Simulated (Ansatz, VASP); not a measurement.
One calculation of AlN, two programs

File INCAR:

```
  PREC = Accurate
  ENCUT = 520
  EDIFF = 1E-6
  ISMEAR = 0
  SIGMA = 0.05
  LREAL = False
  LASPH = True
  NELM = 60
  ALGO = Normal
  ISIF = 2
  LWAVE = False
  LCHARG = False
  GGA = PE
  NBANDS = 26
```

The input KPOINTS:

```
regular mesh
0
Gamma
  8 6 4
```

Contents of POSCAR:

```
AlN
1.0
   -3.3134793387      0.0000000000      0.0000000000
    0.0000000000      0.0000000000     -4.1875902400
    0.0000000000     -5.7391145645      0.0000000000
Al N
4 4
Direct
    0.5333184513      0.2115695089      0.1666666667
   -0.0333184513      0.2115695089      0.6666666667
    0.0333184513      0.7115695089      0.3333333333
    0.4666815487      0.7115695089      0.8333333333
    0.5321024605      0.8240282554      0.1666666667
   -0.0321024605      0.8240282554      0.6666666667
    0.0321024605      0.3240282554      0.3333333333
    0.4678975395      0.3240282554      0.8333333333
```

Input for Ansatz:

```yaml
crystal:
  lattice:
    - [-3.3134793387, 0.0, 0.0]
    - [0.0, 0.0, -4.18759024]
    - [0.0, -5.7391145645, 0.0]
  atoms:
    - { symbol: Al, position: [0.5333184513, 0.2115695089, 0.1666666667] }
    - { symbol: Al, position: [-0.0333184513, 0.2115695089, 0.6666666667] }
    - { symbol: Al, position: [0.0333184513, 0.7115695089, 0.3333333333] }
    - { symbol: Al, position: [0.4666815487, 0.7115695089, 0.8333333333] }
    - { symbol: "N", position: [0.5321024605, 0.8240282554, 0.1666666667] }
    - { symbol: "N", position: [-0.0321024605, 0.8240282554, 0.6666666667] }
    - { symbol: "N", position: [0.0321024605, 0.3240282554, 0.3333333333] }
    - { symbol: "N", position: [0.4678975395, 0.3240282554, 0.8333333333] }
basis:
  ecutwfc: 520.0
kpoints:
  mp_grid: { grid: [8, 6, 4] }
hamiltonian:
  xc: pbe
  pseudopotentials: { kind: paw, azcp: { folder: soft_1 } }
scf:
  occupations: { method: gaussian, width: 0.05 }
output:
  forces: true
  stress: true
  eigenvalues: true
  write_density: true
  write_potential: true
  elf: true
  volumetric_format: npy
```

Change from the starting cell: mode 4 frozen in at -0.110 Å and mode 5 at -0.310 Å (largest displacements).

Alike in both runs: task single point; functional PBE; k mesh 8 × 6 × 4; occupations gaussian, width 0.05 eV; no spin polarisation.

|  | VASP | Ansatz |
| --- | --- | --- |
| version | VASP 6.6.1 | Ansatz 0.2.0 |
| potentials or method | VASP PAW PBE potentials, release 64 (Al, N), cutoff 520 eV | scalar-relativistic, plane waves, PAW |
| valence electrons in the cell | 32 | 32 |

|  | VASP | Ansatz | Ansatz less VASP |
| --- | --- | --- | --- |
| gap on the k mesh at the Fermi level (eV) | 3.98 | 3.98 | -0.002 |
| least direct gap on the mesh (eV) | 3.98 | 3.98 | -0.002 |
| pressure (GPa) | 26.0 | 26.0 | +0.02 |
| traceless stress, the component that is largest in VASP (GPa) | 74.37 | 73.98 | -0.394 |
| rms of the force components (eV/Å) | 3.855 | 3.839 | -0.0158 |

Atom by atom the forces differ by 0.016 eV/Å (rms over components).
